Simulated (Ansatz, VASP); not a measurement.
Hf3AlN4 in VASP and in Ansatz

```
Hf Al N
1.0
     4.49437    0.00000    0.00000
     0.00000    4.49437    0.00000
     0.00000    0.00000    4.49437
Hf Al N
3 1 4
Direct
  0.50000 0.00000 0.50000
  0.00000 0.50000 0.50000
  0.50000 0.50000 0.00000
  0.00000 0.00000 0.00000
  0.50000 0.50000 0.50000
  0.00000 0.50000 0.00000
  0.50000 0.00000 0.00000
  0.00000 0.00000 0.50000
```

Alike in both runs: functional PBE; k mesh 4 × 4 × 4; occupations gaussian, width 0.1 eV; no spin polarisation.

Ansatz relaxed the structure, and its values are those at the end. VASP's run is a single point on that final structure, the one shown.

```csv
,VASP,Ansatz
version,VASP 6.6.1,Ansatz 0.2.0
potentials or method,"VASP PAW PBE potentials, release 64 (Hf_pv, Al, N), cutoff 520 eV","scalar-relativistic, plane waves, PAW"
valence electrons in the cell,53,101
```

Ansatz gave:

* gap on the k mesh at the Fermi level (eV): none
* pressure (GPa): -0.4

**Question.** Estimate VASP's values.

**Answer.** gap on the k mesh at the Fermi level (eV): none; pressure (GPa): -2.4.

A gap of «none» marks a metal or a gap that the smearing closes. With one functional, cell and mesh, what is left measures potentials, basis and numerics. VASP's potentials hold 53 valence electrons a cell and Ansatz's 101, so a difference there can come from the potentials and not from the codes.

Spin-orbit coupling is off throughout.
